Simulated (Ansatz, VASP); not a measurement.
# YGa3As2: VASP beside Ansatz

```xyz
6
Lattice="4.3937 0.0000 0.0000 0.0000 4.3937 0.0000 0.0000 0.0000 7.2671" Properties=species:S:1:pos:R:3 pbc="T T T"
Y     2.1968    2.1968    0.0000
Ga    0.0000    0.0000    0.0000
Ga    2.1968    2.1968    3.6336
Ga    0.0000    0.0000    3.6336
As    2.1968    0.0000    5.1666
As    0.0000    2.1968    2.1006
```

Alike in both runs: functional PBE; k mesh 10 × 10 × 6; occupations gaussian, width 0.1 eV; no spin polarisation.

Ansatz relaxed the structure, and its values are those at the end. VASP's run is a single point on that final structure, the one shown.

```csv
,VASP,Ansatz
version,VASP 6.6.1,Ansatz 0.2.0
potentials or method,"VASP PAW PBE potentials, release 64 (Y_sv, Ga_d, As), cutoff 520 eV","scalar-relativistic, plane waves, PAW"
valence electrons in the cell,60,80
```

VASP gave:

| Property | Result |
| --- | --- |
| gap on the k mesh at the Fermi level (eV) | none |
| pressure (GPa) | 0.1 |
| rms of the force components (eV/Å) | 0.007 |

Estimate Ansatz's values.

gap on the k mesh at the Fermi level (eV): none; pressure (GPa): 0.0; rms of the force components (eV/Å): 0.002.

A gap of «none» marks a metal or a gap that the smearing closes. VASP's potentials hold 60 valence electrons a cell and Ansatz's 80, so a difference there can come from the potentials and not from the codes.
